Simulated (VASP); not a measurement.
# AgBr (Fm-3m) in VASP: notebook

AgBr is run at these levels: PBEsol; tasks: single point, relaxation of cell and atoms.

All numbers are computed with VASP 6.6.1; they aren't measurements. Logs are shortened: lines on timing, memory, paths and dates and some standing lists are left out, and cuts for length are marked.

### 1 The cell of the first run

It takes space group Fm-3m (No. 225, cubic). Conventional cell: a = 5.674 Å, b = 5.674 Å, c = 5.674 Å, α = 90.00°, β = 90.00°, γ = 90.00°. Within 3.7 Å of Br (site symmetry m-3m) lie 6 Ag at 2.84 Å. Within 3.7 Å of Ag (site symmetry m-3m) lie 6 Br at 2.84 Å.

### 2 Single point, PBEsol

The input, INCAR:

```
PREC = Accurate ; ENCUT = 500
EDIFF = 1E-6 ; ISMEAR = -1
SIGMA = 0.0721 ; LREAL = False
LASPH = True ; NELM = 120
ALGO = Normal ; ISIF = 2
LWAVE = False ; LCHARG = False
GGA = PS ; NBANDS = 16
GGA_COMPAT = False
```

The input, KPOINTS:

```
Automatic mesh
0
Gamma
  8 8 8
```

The input, POSCAR:

```
AgBr
1.0
    0.0000000000      2.8372474358      2.8372474358
    2.8372474358      0.0000000000      2.8372474358
    2.8372474358      2.8372474358      0.0000000000
Br Ag
1 1
Direct
    0.5000000000      0.5000000000      0.5000000000
    0.0000000000      0.0000000000      0.0000000000
```

Potentials or basis: VASP PAW PBE potentials, release 64 (Br, Ag).

On the command line:

```bash
$ cat potpaw_PBE.64/Br/POTCAR potpaw_PBE.64/Ag/POTCAR > POTCAR
$ mpirun -np 1 vasp_std > vasp.out
```

OUTCAR:

```text
PREC = Accurate
   ENCUT = 500
   EDIFF = 1E-6
   ISMEAR = -1
   LREAL = False
   LASPH = True
   NELM = 120
   ISIF = 2
   GGA = PS

 ion  position               nearest neighbor table
   1  0.500  0.500  0.500-   2 2.84   2 2.84   2 2.84   2 2.84   2 2.84   2 2.84
   2  0.000  0.000  0.000-   1 2.84   1 2.84   1 2.84   1 2.84   1 2.84   1 2.84

  LATTYP: Found a face centered cubic cell.
 ALAT       =     5.6744948716

  Lattice vectors:

 A1 = (   0.0000000000,   2.8372474358,   2.8372474358)
 A2 = (   2.8372474358,   0.0000000000,   2.8372474358)
 A3 = (   2.8372474358,   2.8372474358,   0.0000000000)

Analysis of symmetry for initial positions (statically):
=====================================================================
 Subroutine PRICEL returns:
 Original cell was already a primitive cell.

 Routine SETGRP: Setting up the symmetry group for a
 face centered cubic supercell.

 Subroutine GETGRP returns: Found 48 space group operations
 (whereof 48 operations were pure point group operations)
 out of a pool of 48 trial point group operations.

The static configuration has the point symmetry O_h .

Analysis of symmetry for dynamics (positions and initial velocities):
=====================================================================
 Subroutine PRICEL returns:
 Original cell was already a primitive cell.

 Routine SETGRP: Setting up the symmetry group for a
 face centered cubic supercell.

 Subroutine GETGRP returns: Found 48 space group operations
 (whereof 48 operations were pure point group operations)
 out of a pool of 48 trial point group operations.

The dynamic configuration has the point symmetry O_h .

 Subroutine INISYM returns: Found 48 space group operations
 (whereof 48 operations are pure point group operations),
 and found     1 'primitive' translations

----------------------------------------------------------------------------------------

                                     Primitive cell

  volume of cell :      45.6795

  direct lattice vectors                    reciprocal lattice vectors
     0.000000000  2.837247436  2.837247436    -0.176227140  0.176227140  0.176227140
     2.837247436  0.000000000  2.837247436     0.176227140 -0.176227140  0.176227140
     2.837247436  2.837247436  0.000000000     0.176227140  0.176227140 -0.176227140

  length of vectors
     4.012473804  4.012473804  4.012473804     0.305234359  0.305234359  0.305234359

  position of ions in fractional coordinates (direct lattice)
     0.500000000  0.500000000  0.500000000
     0.000000000  0.000000000  0.000000000

[... 72 lines left out ...]
   LSORBIT =      F    spin-orbit coupling
   LASPH  =      T    aspherical Exc in radial PAW
   ENCUT  =  500.0 eV  36.75 Ry    6.06 a.u.   7.32  7.32  7.32*2*pi/ulx,y,z
   NELM   =    120;   NELMIN=  2; NELMDL= -5     # of ELM steps
   EDIFF  = 0.1E-05   stopping-criterion for ELM
   LREAL  =      F    real-space projection
   EDIFFG = 0.1E-04   stopping-criterion for IOM
   NSW    =      0    number of steps for IOM
   IBRION =     -1    ionic relax: 0-MD 1-quasi-New 2-CG
   NFREE  =      0    steps in history (QN), initial steepest desc. (CG)
   ISIF   =      2    stress and relaxation
   ISYM   =      2    0-nonsym 1-usesym 2-fastsym
   POTIM  = 0.5000    time-step for ionic-motion
   TEBEG  =    0.0;   TEEND  =   0.0 temperature during run
   PSTRESS=    0.0 pullay stress
   NELECT =      18.0000    total number of electrons
   NUPDOWN=      -1.0000    fix difference up-down
   EMIN   =  10.00;   EMAX   =-10.00  energy-range for DOS
   EFERMI =   0.00;   METHOD = LEGACY
   ISMEAR =    -1;   SIGMA  =   0.07  broadening in eV -4-tet -1-fermi 0-gaus
   EFERMI_NEDOS =   21; number of points for ismear=-14 and -15
   IALGO  =     38    algorithm
   IMIX   =      4    mixing-type and parameters
     AMIX     =   0.40;   BMIX     =  1.00
     AMIX_MAG =   1.60;   BMIX_MAG =  1.00
  volume/ion in A,a.u.               =      22.84       154.13
  Fermi-wavevector in a.u.,A,eV,Ry     =   1.200213  2.268074 19.599357  1.440512
  Thomas-Fermi vector in A             =   2.336055
   LORBIT       =      0    0 simple, 1 ext, 2 COOP (PROOUT), +10 PAW based schemes
   GGA     = PS    functional components
   LHFCALC =     F    Hartree Fock is set to
   AEXX    =    0.0000 exact exchange contribution
   IVDW    =     0    specifies the selected vdW correction
   LEPSILON=     F    determine dielectric tensor
   LRPA    =     F    only Hartree local field effects (RPA)
 non-spin polarized calculation
  energy-cutoff  :      500.00
  volume of cell :       45.68
 maximum number of plane-waves:      1211
 NGX is ok and might be reduce to    30
   NGX = 15   NGY = 15   NGZ = 15

 number of electron      17.9999998 magnetization

 Free energy of the ion-electron system (eV)
  ---------------------------------------------------
  ext. energy  EPLUGINS =         0.00000000
  ---------------------------------------------------
  free energy    TOTEN  =        -5.69833933 eV

  energy without entropy =       -5.69794924  energy(sigma->0) =       -5.69814428

 E-fermi :   4.3011     XC(G=0): -10.2637

 val. band max:        3.9328906375   @ k =   0.5000   0.0000   0.0000
 cond. band min:       4.4313249852   @ k =   0.0000   0.0000   0.0000
 fundamental gap:      0.4984343477
 Fermi energy:         4.3010608041

 k-point     1 :       0.0000    0.0000    0.0000
  band No.  band energies     occupation
      1     -11.4116      2.00000
      2       0.9537      2.00000
      3       0.9537      2.00000
      4       0.9537      2.00000
      5       0.9539      2.00000
      6       0.9539      2.00000
[... 433 lines left out ...]
      3      -0.4298      2.00000
      4      -0.3816      2.00000
      5       1.2428      2.00000
      6       1.3041      2.00000
[... 8 lines left out ...]
     15      16.5391      0.00000
     16      18.2812      0.00000

 [... further k-points ...]
[... 5 lines left out ...]
  --------------------------------------------------------------------------------------
  -------------------------------------------------------------------------------------
  Total       -0.0075796     -0.0075796     -0.0075796     -0.0000000     -0.0000000      0.0000000
  in kB       -0.2658493     -0.2658493     -0.2658493     -0.0000000     -0.0000000      0.0000000
  external PRESSURE =      -0.2658493 kB  Pullay stress =       0.0000000 kB

 VOLUME and BASIS-vectors are now :
 -----------------------------------------------------------------------------
  energy-cutoff  :      500.00
  volume of cell :       45.68
      direct lattice vectors                 reciprocal lattice vectors
     0.000000000  2.837247436  2.837247436    -0.176227140  0.176227140  0.176227140
     2.837247436  0.000000000  2.837247436     0.176227140 -0.176227140  0.176227140
     2.837247436  2.837247436  0.000000000     0.176227140  0.176227140 -0.176227140

 POSITION                                       TOTAL-FORCE (eV/Angst)
 -----------------------------------------------------------------------------------
      2.83725      2.83725      2.83725         0.000000      0.000000     -0.000000
      0.00000      0.00000      0.00000         0.000000     -0.000000      0.000000
 -----------------------------------------------------------------------------------
    total drift:                               -0.000000      0.000000      0.000000

  FREE ENERGIE OF THE ION-ELECTRON SYSTEM (eV)
  ---------------------------------------------------
  free  energy   TOTEN  =        -5.6983393259 eV

  energy  without entropy=       -5.6979492436  energy(sigma->0) =       -5.69814428
```

stdout:

```text
POSCAR found type information on POSCAR BrAg
 POSCAR found :  2 types and       2 ions
 scaLAPACK will be used
 -----------------------------------------------------------------------------
|                                                                             |
|                                                                             |
|     You enforced a specific xc type in the INCAR file but a different       |
|     I HOPE YOU KNOW WHAT YOU ARE DOING!                                     |
|                                                                             |
 -----------------------------------------------------------------------------

 LDA part: xc-table for (Slater+PW92), standard interpolation
 POSCAR, INCAR and KPOINTS ok, starting setup
 FFT: planning ... GRIDC
 FFT: planning ... GRID_SOFT
 FFT: planning ... GRID
 WAVECAR not read
 entering main loop
```

It took 19 s on 1 thread of AMD EPYC 7R13 (Zen 3), shared host; peak memory 0.14 GiB.

Results:

```yaml
Free_energy: -5.6983 eV
Pressure: 0.0 GPa
Band_gap_on_the_k_mesh: 0.50 eV, indirect (least direct gap 2.57 eV)
```

Levels at points of the mesh, in eV from the valence-band top:
| k point | band 5 | band 6 | band 7 | band 8 | band 9 | band 10 | band 11 | band 12 | band 13 | band 14 |
| --- | --- | --- | --- | --- | --- | --- | --- | --- | --- | --- |
| (0.00, 0.00, 0.00) | -2.98 | -2.98 | -2.08 | -2.08 | -2.08 | 0.50 | 9.80 | 9.80 | 9.80 | 10.81 |
| (0.50, 0.00, 0.00) | -2.64 | -2.64 | -2.28 | 0.00 | 0.00 | 3.45 | 6.56 | 6.56 | 6.72 | 12.11 |
| (0.50, 0.50, 0.00) | -3.05 | -2.80 | -2.52 | -2.52 | -2.40 | 1.39 | 6.84 | 9.05 | 11.08 | 11.08 |

Caveat: the PAW data sets were made with another functional, which shifts forces and pressure a little.

### 3 Relaxation of cell and atoms, PBEsol

This run uses another cell than the first one, of 23.22 Å³/atom, 1.016 times its volume.

The input, INCAR:

```
SYSTEM = AgBr
PREC = Accurate
ENCUT = 500
EDIFF = 1E-7
ISMEAR = -1
SIGMA = 0.0721
LREAL = .False.
LASPH = .True.
NELM = 120
ALGO = Normal
ISIF = 3
LWAVE = .False.
LCHARG = .False.
GGA = PS
IBRION = 2
NSW = 100
EDIFFG = -0.01
GGA_COMPAT = .False.
NELMIN = 4
```

The input, KPOINTS:

```
regular mesh
0
Gamma
  8 8 8
  0 0 0
```

The input, POSCAR:

```
AgBr
1.0
    0.0000000000      2.8527270000      2.8527270000
    2.8527270000      0.0000000000      2.8527270000
    2.8527270000      2.8527270000      0.0000000000
Br Ag
1 1
Direct
    0.5000000000      0.5000000000      0.5000000000
    0.0000000000      0.0000000000      0.0000000000
```

Potentials or basis: VASP PAW PBE potentials, release 64 (Br, Ag).

On the command line:

```bash
$ cat potpaw_PBE.64/Br/POTCAR potpaw_PBE.64/Ag/POTCAR > POTCAR
$ mpirun -np 1 vasp_std > vasp.out
```

Run time: 32 s. Hardware: 1 thread of AMD EPYC 7R13 (Zen 3), shared host; peak memory 0.15 GiB.

Results (log left out):

```
Free energy                            : -5.6985 eV
Relaxed volume                         : 22.80 Å³/atom
Relaxed cell                           : a = 4.010 Å, b = 4.010 Å, c = 4.010 Å, α = 60.00°, β = 60.00°, γ = 60.00°
Space group after relaxing (to 0.05 Å) : Fm-3m (No. 225)
Energy gained by relaxing              : 1.1 meV/atom
Ionic steps                            : 2
Pressure after relaxing                : 0.0 GPa
Band gap on the k mesh                 : 0.50 eV, indirect (least direct gap 2.58 eV)
```

Step by step:
| step | energy change (eV) | largest force (eV/Å) | pressure (GPa) | volume (Å³) |
| --- | --- | --- | --- | --- |
| 1 | 0.0000 | 0.0000 | -0.85 | 46.43 |
| 2 | -0.0021 | 0.0000 | 0.04 | 45.61 |

Final structure:
```
Br Ag
1.0
     0.00000    2.83573    2.83573
     2.83573    0.00000    2.83573
     2.83573    2.83573    0.00000
Br Ag
1 1
Direct
  0.50000 0.50000 0.50000
  0.00000 0.00000 0.00000
```

Levels at points of the mesh, in eV from the valence-band top:
| k point | band 7 | band 8 | band 9 | band 10 | band 11 | band 12 |
| --- | --- | --- | --- | --- | --- | --- |
| (0.00, 0.00, 0.00) | -2.08 | -2.08 | -2.08 | 0.50 | 9.80 | 9.80 |
| (0.50, 0.00, 0.00) | -2.28 | 0.00 | 0.00 | 3.44 | 6.56 | 6.56 |
| (0.50, 0.50, 0.00) | -2.53 | -2.53 | -2.40 | 1.39 | 6.84 | 9.05 |

Caveat: the PAW data sets were made with another functional, which shifts forces and pressure a little.
